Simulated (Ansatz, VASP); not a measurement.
## Ti in VASP and in Ansatz

POSCAR

```
Ti
1.0
    0.0000000000      2.0604500000      2.0604500000
    2.0604500000      0.0000000000      2.0604500000
    2.0604500000      2.0604500000      0.0000000000
Ti
1
Direct
    0.0000000000      0.0000000000      0.0000000000
```

Contents of INCAR.step1:

```
ALGO     = Normal         # electronic algorithm
EDIFF    = 1E-4           # SCF threshold, eV
ENCUT    = 520            # plane-wave cutoff, eV
GGA      = PE             # functional
ISMEAR   = 0              # smearing method
LASPH    = T              # aspherical terms in the spheres
LCHARG   = F              # write CHGCAR
LREAL    = F              # projectors in reciprocal space
LWAVE    = T              # write WAVECAR
NBANDS   = 12             # bands
NELM     = 100            # most SCF steps
PREC     = Accurate       # precision mode
SIGMA    = 0.15           # smearing width, eV
```

Contents of INCAR.step2:

```
ALGO     = Normal         # electronic algorithm
EDIFF    = 1E-7           # SCF threshold, eV
ENCUT    = 520            # plane-wave cutoff, eV
ISIF     = 2              # what is computed and relaxed
ISMEAR   = 0              # smearing method
ISTART   = 1            
LASPH    = T              # aspherical terms in the spheres
LCHARG   = F              # write CHGCAR
LMIXTAU  = T            
LREAL    = F              # projectors in reciprocal space
LWAVE    = F              # write WAVECAR
METAGGA  = R2SCAN         # meta-GGA
NBANDS   = 12             # bands
NELM     = 100            # most SCF steps
PREC     = Accurate       # precision mode
SIGMA    = 0.15           # smearing width, eV
```

KPOINTS

```
k-points
0
Gamma
  20 20 20
```

Input for Ansatz:

```yaml
crystal:
  lattice:
    - [0.0, 2.06045, 2.06045]
    - [2.06045, 0.0, 2.06045]
    - [2.06045, 2.06045, 0.0]
  atoms:
    - { symbol: Ti, position: [0.0, 0.0, 0.0] }
basis:
  ecutwfc: 500
kpoints:
  mp_grid: { grid: [20, 20, 20] }
hamiltonian:
  xc: r2scan
scf:
  occupations: { method: gaussian, width: 0.15 }
output:
  forces: true
  stress: true
  eigenvalues: true
```

Change from the starting cell: strain +0.015 along x and y, +0.015 along z, atoms carried along.

Alike in both runs: task single point; functional r2SCAN; k mesh 20 × 20 × 20; occupations gaussian, width 0.15 eV; no spin polarisation.

```csv
,VASP,Ansatz
version,VASP 6.6.1,Ansatz 0.2.0
potentials or method,"VASP PAW PBE potentials, release 64 (Ti_sv), cutoff 520 eV","scalar-relativistic, plane waves, PAW"
valence electrons in the cell,12,12
```

|  | VASP | Ansatz | Ansatz less VASP |
| --- | --- | --- | --- |
| gap on the k mesh at the Fermi level (eV) | none | none | - |
| pressure (GPa) | -0.4 | -0.8 | -0.39 |

VASP's potentials were made for PBE, not for r2SCAN. A gap of «none» marks a metal or a gap that the smearing closes. With one functional, cell and mesh, what is left measures potentials, basis and numerics.
